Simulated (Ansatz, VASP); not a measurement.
**One calculation of Ge, two programs**

INCAR

```
  PREC = Accurate
  ENCUT = 520
  EDIFF = 1E-6
  ISMEAR = 0
  SIGMA = 0.2
  LREAL = F
  LASPH = T
  NELM = 80
  ALGO = Normal
  ISIF = 2
  LWAVE = F
  LCHARG = F
  GGA = PE
  NBANDS = 96
```

Contents of KPOINTS:

```
Automatic mesh
0
Gamma
  6 6 1
```

POSCAR

```
Ge
1.0
    4.0675627906      0.0000000000      0.0000000000
   -2.0337813953      3.5226127081      0.0000000000
    0.0000000000      0.0000000000     19.9913056000
Ge
12
Direct
    0.0000000000      0.0000000000      0.1871430000
    0.0000000000      0.0000000000      0.6871430000
    0.0000000000      0.0000000000      0.3128570000
    0.0000000000      0.0000000000      0.8128570000
    0.3333333333      0.6666666667      0.5208100000
    0.6666666667      0.3333333333      0.0208100000
    0.3333333333      0.6666666667      0.9791900000
    0.6666666667      0.3333333333      0.4791900000
    0.3333333333      0.6666666667      0.6453270000
    0.6666666667      0.3333333333      0.1453270000
    0.3333333333      0.6666666667      0.8546730000
    0.6666666667      0.3333333333      0.3546730000
```

Input for Ansatz:

```yaml
crystal:
  lattice:
    - [4.0675627906, 0.0, 0.0]
    - [-2.0337813953, 3.5226127081, 0.0]
    - [0.0, 0.0, 19.9913056]
  atoms:
    - { symbol: Ge, position: [0.0, 0.0, 0.187143] }
    - { symbol: Ge, position: [0.0, 0.0, 0.687143] }
    - { symbol: Ge, position: [0.0, 0.0, 0.312857] }
    - { symbol: Ge, position: [0.0, 0.0, 0.812857] }
    - { symbol: Ge, position: [0.3333333333, 0.6666666667, 0.52081] }
    - { symbol: Ge, position: [0.6666666667, 0.3333333333, 0.02081] }
    - { symbol: Ge, position: [0.3333333333, 0.6666666667, 0.97919] }
    - { symbol: Ge, position: [0.6666666667, 0.3333333333, 0.47919] }
    - { symbol: Ge, position: [0.3333333333, 0.6666666667, 0.645327] }
    - { symbol: Ge, position: [0.6666666667, 0.3333333333, 0.145327] }
    - { symbol: Ge, position: [0.3333333333, 0.6666666667, 0.854673] }
    - { symbol: Ge, position: [0.6666666667, 0.3333333333, 0.354673] }
basis:
  ecutwfc: 420
kpoints:
  mp_grid: { grid: [6, 6, 1] }
hamiltonian:
  xc: pbe
scf:
  occupations: { method: gaussian, width: 0.2 }
  lower_state_search: "off"
output:
  forces: true
  stress: true
  eigenvalues: true
```

Alike in both runs: task single point; functional PBE; k mesh 6 × 6 × 1; occupations gaussian, width 0.2 eV; no spin polarisation.

```csv
,VASP,Ansatz
version,VASP 6.6.1,Ansatz 0.2.0
potentials or method,"VASP PAW PBE potentials, release 64 (Ge_d), cutoff 520 eV","scalar-relativistic, plane waves, PAW"
valence electrons in the cell,168,168
```

```tsv
	VASP	Ansatz	Ansatz less VASP
gap on the k mesh at the Fermi level (eV)	0.09	0.09	+0.003
least direct gap on the mesh (eV)	0.09	0.09	+0.003
pressure (GPa)	0.1	0.1	+0.03
traceless stress, the component that is largest in VASP (GPa)	-0.39	-0.40	-0.005
rms of the force components (eV/Å)	0.006	0.007	+0.0003
```

Atom by atom the forces differ by 0.001 eV/Å (rms over components). With one functional, cell and mesh, what is left measures potentials, basis and numerics.
